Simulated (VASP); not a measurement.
# Rh (P6_3/mmc) in VASP: a series of runs, part 2 of 2

VASP 6.6.1. Earlier steps stand in the parts before.

## Step 3: Single point, PBE

This run uses another cell than the first one, of the same volume but with other edges.

INCAR

```
SYSTEM = Rh
ALGO = Fast
EDIFF = 1E-7
ENCUT = 520
GGA = PE
ISIF = 2
ISMEAR = 0
LASPH = .True.
LCHARG = .False.
LREAL = .False.
LWAVE = .False.
NBANDS = 22
NELM = 60
PREC = Accurate
SIGMA = 0.15
```

KPOINTS

```
k-points
0
Gamma
  18 18 10
  0 0 0
```

POSCAR

```
Rh
1.0
    2.7248648783      0.0000000000      0.0000000000
   -1.3624324392      2.3598022065      0.0000000000
    0.0000000000      0.0000000000      4.5254000000
Rh
2
Direct
    0.6666666667      0.3333333333      0.7500000000
    0.3333333333      0.6666666667      0.2500000000
```

Potentials or basis: VASP PAW PBE potentials, release 64 (Rh_pv).

The run is started by

```console
cat potpaw_PBE.64/Rh_pv/POTCAR > POTCAR
mpirun -np 1 vasp_std > vasp.out
```

OUTCAR:

```text
SYSTEM = Rh
   EDIFF = 1E-7
   ENCUT = 520
   GGA = PE
   ISIF = 2
   ISMEAR = 0
   LASPH = .True.
   LREAL = .False.
   NELM = 60
   PREC = Accurate

 ion  position               nearest neighbor table
   1  0.667  0.333  0.750-   2 2.76   2 2.76   2 2.76   2 2.76   2 2.76   2 2.76
   2  0.333  0.667  0.250-   1 2.76   1 2.76   1 2.76   1 2.76   1 2.76   1 2.76

  LATTYP: Found a hexagonal cell.
 ALAT       =     2.7248648783
 C/A-ratio  =     1.6607795990

  Lattice vectors:

 A1 = (   2.7248648783,   0.0000000000,   0.0000000000)
 A2 = (  -1.3624324392,   2.3598022065,   0.0000000000)
 A3 = (   0.0000000000,   0.0000000000,   4.5254000000)

Analysis of symmetry for initial positions (statically):
=====================================================================
 Subroutine PRICEL returns:
 Original cell was already a primitive cell.

 Routine SETGRP: Setting up the symmetry group for a
 hexagonal supercell.

 Subroutine GETGRP returns: Found 24 space group operations
 (whereof 12 operations were pure point group operations)
 out of a pool of 24 trial point group operations.

The static configuration has the point symmetry D_3d.
 The point group associated with its full space group is D_6h.
[... 160 lines left out ...]

  energy without entropy =      -14.38687793  energy(sigma->0) =      -14.40748240

 E-fermi :  10.9599     XC(G=0): -13.6675

 val. band max:       10.9590745224   @ k =   0.3889   0.1667   0.2000
 cond. band min:      10.9632502984   @ k =   0.2222   0.1111   0.4000
 fundamental gap:      0.0041757760
 Fermi energy:        10.9598818002

 k-point     1 :       0.0000    0.0000    0.0000
  band No.  band energies     occupation
      1     -35.9504      2.00000
      2     -35.4406      2.00000
      3     -35.4406      2.00000
      4     -35.3759      2.00000
      5     -35.3643      2.00000
      6     -35.3643      2.00000
[... 589 lines left out ...]
     21      22.8355      0.00000
     22      25.3303      0.00000

 [... further k-points ...]

------------------------ aborting loop because EDIFF is reached ----------------------------------------

  FORCE on cell =-STRESS in cart. coord.  units (eV):
  Direction    XX          YY          ZZ          XY          YZ          ZX
  --------------------------------------------------------------------------------------
  -------------------------------------------------------------------------------------
  Total       -0.8850790     -0.8850790     -2.1090562      0.0000000      0.0000000      0.0000000
  in kB      -48.7320917    -48.7320917   -116.1237890      0.0000000      0.0000000      0.0000000
  external PRESSURE =     -71.1959908 kB  Pullay stress =       0.0000000 kB

 VOLUME and BASIS-vectors are now :
 -----------------------------------------------------------------------------
  energy-cutoff  :      520.00
  volume of cell :       29.10
      direct lattice vectors                 reciprocal lattice vectors
     2.724864878  0.000000000  0.000000000     0.366990675  0.211882165  0.000000000
    -1.362432439  2.359802206  0.000000000     0.000000000  0.423764330  0.000000000
     0.000000000  0.000000000  4.525400000     0.000000000  0.000000000  0.220974941

 POSITION                                       TOTAL-FORCE (eV/Angst)
 -----------------------------------------------------------------------------------
      1.36243      0.78660      3.39405         0.000000     -0.000000      0.000000
     -0.00000      1.57320      1.13135        -0.000000      0.000000      0.000000
 -----------------------------------------------------------------------------------
    total drift:                               -0.000000      0.000000     -0.000000

  FREE ENERGIE OF THE ION-ELECTRON SYSTEM (eV)
  ---------------------------------------------------
  free  energy   TOTEN  =       -14.4280868776 eV

  energy  without entropy=      -14.3868779266  energy(sigma->0) =      -14.40748240
```

OSZICAR:

```text
N       E                     dE             d eps       ncg     rms          rms(c)
DAV:   1     0.328132094762E+03    0.32813E+03   -0.19076E+04  9832   0.157E+03
DAV:   2    -0.817362200022E+01   -0.33631E+03   -0.32453E+03 10230   0.472E+02
DAV:   3    -0.153608908976E+02   -0.71873E+01   -0.71445E+01 11388   0.776E+01
DAV:   4    -0.154091770004E+02   -0.48286E-01   -0.48281E-01 11060   0.645E+00
DAV:   5    -0.154099460778E+02   -0.76908E-03   -0.76907E-03 11442   0.837E-01    0.126E+01
RMM:   6    -0.144544701623E+02    0.95548E+00   -0.22828E+00 10020   0.127E+01    0.430E+00
RMM:   7    -0.144335565155E+02    0.20914E-01   -0.88230E-02 10291   0.235E+00    0.203E+00
RMM:   8    -0.144289431662E+02    0.46133E-02   -0.16942E-02 10646   0.126E+00    0.378E-01
RMM:   9    -0.144280884425E+02    0.85472E-03   -0.20233E-03 11170   0.404E-01    0.382E-02
RMM:  10    -0.144280869227E+02    0.15197E-05   -0.20960E-04 11295   0.147E-01    0.146E-02
RMM:  11    -0.144280859794E+02    0.94333E-06   -0.29922E-05 11580   0.642E-02    0.333E-03
RMM:  12    -0.144280865093E+02   -0.52991E-06   -0.85438E-06 12087   0.324E-02    0.220E-03
RMM:  13    -0.144280868226E+02   -0.31328E-06   -0.21703E-06 11911   0.162E-02    0.130E-03
RMM:  14    -0.144280864336E+02    0.38903E-06   -0.55559E-07  8939   0.852E-03    0.226E-03
RMM:  15    -0.144280868670E+02   -0.43338E-06   -0.32867E-07  7607   0.645E-03    0.368E-04
RMM:  16    -0.144280868776E+02   -0.10602E-07   -0.73582E-08  6165   0.281E-03
   1 F= -.14428087E+02 E0= -.14407482E+02  d E =-.412090E-01
```

stdout:

```text
POSCAR found type information on POSCAR Rh
 POSCAR found :  1 types and       2 ions
 scaLAPACK will be used
 LDA part: xc-table for (Slater+PW92), standard interpolation
 POSCAR, INCAR and KPOINTS ok, starting setup
 FFT: planning ... GRIDC
 FFT: planning ... GRID_SOFT
 FFT: planning ... GRID
 WAVECAR not read
 entering main loop
```

Run time: 63 s. Hardware: 1 thread of Intel Xeon 6975P-C (Granite Rapids), shared host; peak memory 0.22 GiB.

Results:

| Property | Result |
| --- | --- |
| Free energy | -14.4281 eV |
| Pressure | -7.1 GPa |
| Band gap on the k mesh | zero (bands 15 and 16 overlap by 2.28 eV) |

Levels at points of the mesh, in eV from the Fermi level:
```
           k point  band 13  band 14  band 15  band 16  band 17  band 18
(0.00, 0.00, 0.00)    -2.32    -1.56    -1.56     0.15     0.15     0.57
(0.50, 0.00, 0.00)    -1.87     0.51     0.52     0.76     2.94     4.97
(0.00, 0.00, 0.50)    -2.81    -2.81    -0.38    -0.38    -0.38    -0.38
(0.50, 0.00, 0.50)    -0.24    -0.24     0.66     0.66     2.64     2.64
```

Caveat: the cell stands under tension.

## Step 4: Single point, PBE

This run uses another cell than the first one, of 14.61 Å³/atom.

INCAR

```
PREC = Accurate
ENCUT = 520
EDIFF = 1E-6
ISMEAR = 0
SIGMA = 0.15
LREAL = False
LASPH = True
NELM = 60
ALGO = Fast
ISIF = 2
LWAVE = False
LCHARG = False
GGA = PE
NBANDS = 22
```

KPOINTS

```
Automatic mesh
0
Gamma
  18 18 10
```

POSCAR

```
Rh
1.0
    2.7521000000      0.0000000000      0.0000000000
   -1.3760500000      2.3833885137      0.0000000000
    0.0000000000      0.0000000000      4.4553000000
Rh
2
Direct
    0.6666666667      0.3333333333      0.7500000000
    0.3333333333      0.6666666667      0.2500000000
```

Potentials or basis: VASP PAW PBE potentials, release 64 (Rh_pv).

The run is started by

```console
cat potpaw_PBE.64/Rh_pv/POTCAR > POTCAR
mpirun -np 1 vasp_std > vasp.out
```

OUTCAR:

```text
PREC = Accurate
   ENCUT = 520
   EDIFF = 1E-6
   ISMEAR = 0
   LREAL = False
   LASPH = True
   NELM = 60
   ISIF = 2
   GGA = PE

 ion  position               nearest neighbor table
   1  0.667  0.333  0.750-   2 2.74   2 2.74   2 2.74   2 2.74   2 2.74   2 2.74
   2  0.333  0.667  0.250-   1 2.74   1 2.74   1 2.74   1 2.74   1 2.74   1 2.74

  LATTYP: Found a hexagonal cell.
 ALAT       =     2.7521000000
 C/A-ratio  =     1.6188728607

  Lattice vectors:

 A1 = (   2.7521000000,   0.0000000000,   0.0000000000)
 A2 = (  -1.3760500000,   2.3833885137,   0.0000000000)
 A3 = (   0.0000000000,   0.0000000000,   4.4553000000)

Analysis of symmetry for initial positions (statically):
=====================================================================
 Subroutine PRICEL returns:
 Original cell was already a primitive cell.

 Routine SETGRP: Setting up the symmetry group for a
 hexagonal supercell.

 Subroutine GETGRP returns: Found 24 space group operations
 (whereof 12 operations were pure point group operations)
 out of a pool of 24 trial point group operations.

[... 161 lines left out ...]
  free energy    TOTEN  =       -14.43458161 eV

  energy without entropy =      -14.39404879  energy(sigma->0) =      -14.41431520

 E-fermi :  10.9039     XC(G=0): -13.6408

 val. band max:       10.9034275783   @ k =   0.2222   0.1111   0.5000
 cond. band min:      10.9048102926   @ k =   0.3889   0.1667   0.0000
 fundamental gap:      0.0013827143
 Fermi energy:        10.9038850558

 k-point     1 :       0.0000    0.0000    0.0000
  band No.  band energies     occupation
      1     -36.0519      2.00000
      2     -35.5180      2.00000
      3     -35.5180      2.00000
      4     -35.4471      2.00000
      5     -35.4308      2.00000
      6     -35.4308      2.00000
[... 589 lines left out ...]
     21      22.4637      0.00000
     22      25.3227      0.00000

 [... further k-points ...]

------------------------ aborting loop because EDIFF is reached ----------------------------------------

  FORCE on cell =-STRESS in cart. coord.  units (eV):
  Direction    XX          YY          ZZ          XY          YZ          ZX
  --------------------------------------------------------------------------------------
  -------------------------------------------------------------------------------------
  Total       -1.4103201     -1.4103201     -1.6593847      0.0000000     -0.0000000      0.0000000
  in kB      -77.3200745    -77.3200745    -90.9749140      0.0000000     -0.0000000      0.0000000
  external PRESSURE =     -81.8716877 kB  Pullay stress =       0.0000000 kB

 VOLUME and BASIS-vectors are now :
 -----------------------------------------------------------------------------
  energy-cutoff  :      520.00
  volume of cell :       29.22
      direct lattice vectors                 reciprocal lattice vectors
     2.752100000  0.000000000  0.000000000     0.363358890  0.209785353  0.000000000
    -1.376050000  2.383388514  0.000000000     0.000000000  0.419570705  0.000000000
     0.000000000  0.000000000  4.455300000     0.000000000  0.000000000  0.224451777

 POSITION                                       TOTAL-FORCE (eV/Angst)
 -----------------------------------------------------------------------------------
      1.37605      0.79446      3.34147        -0.000000     -0.000000      0.000000
     -0.00000      1.58893      1.11383         0.000000      0.000000      0.000000
 -----------------------------------------------------------------------------------
    total drift:                                0.000000     -0.000000      0.000000

  FREE ENERGIE OF THE ION-ELECTRON SYSTEM (eV)
  ---------------------------------------------------
  free  energy   TOTEN  =       -14.4345816146 eV

  energy  without entropy=      -14.3940487877  energy(sigma->0) =      -14.41431520
```

stdout:

```text
POSCAR found type information on POSCAR Rh
 POSCAR found :  1 types and       2 ions
 scaLAPACK will be used
 LDA part: xc-table for (Slater+PW92), standard interpolation
 POSCAR, INCAR and KPOINTS ok, starting setup
 FFT: planning ... GRIDC
 FFT: planning ... GRID_SOFT
 FFT: planning ... GRID
 WAVECAR not read
 entering main loop
```

Run time: 48 s. Hardware: 1 thread of Intel Xeon 6975P-C (Granite Rapids), shared host; peak memory 0.22 GiB.

Results:

| Item | Value |
| --- | --- |
| Free energy | -14.4346 eV |
| Pressure | -8.2 GPa |
| Band gap on the k mesh | zero (bands 15 and 16 overlap by 2.17 eV) |

Caveat: the cell stands under tension.

## Step 5: Overview

```tsv
cell	further INCAR settings	gap on the mesh (eV)	pressure (GPa)
a = 2.861, b = 2.861, c = 4.104 Å, angles 90.0, 90.0, 120.0°, 2 atoms	ALGO = Fast; EDIFF = 1e-06; NBANDS = 22	none	-3.4
a = 2.725, b = 2.725, c = 4.525 Å, angles 90.0, 90.0, 120.0°, 2 atoms	ALGO = Fast; EDIFF = 1e-07; NBANDS = 22	none	-7.1
a = 2.752, b = 2.752, c = 4.455 Å, angles 90.0, 90.0, 120.0°, 2 atoms	ALGO = Fast; EDIFF = 1e-06; NBANDS = 22	none	-8.2
```

Alike in all rows: task single point; level PBE; potentials or basis VASP PAW PBE potentials, release 64 (Rh_pv); no spin polarisation; k mesh 18 × 18 × 10; cutoff (eV) 520; smearing gaussian 0.15 eV.

Caveats: the cell stands under tension.

Absolute energies hang on the potentials; compare differences alone.
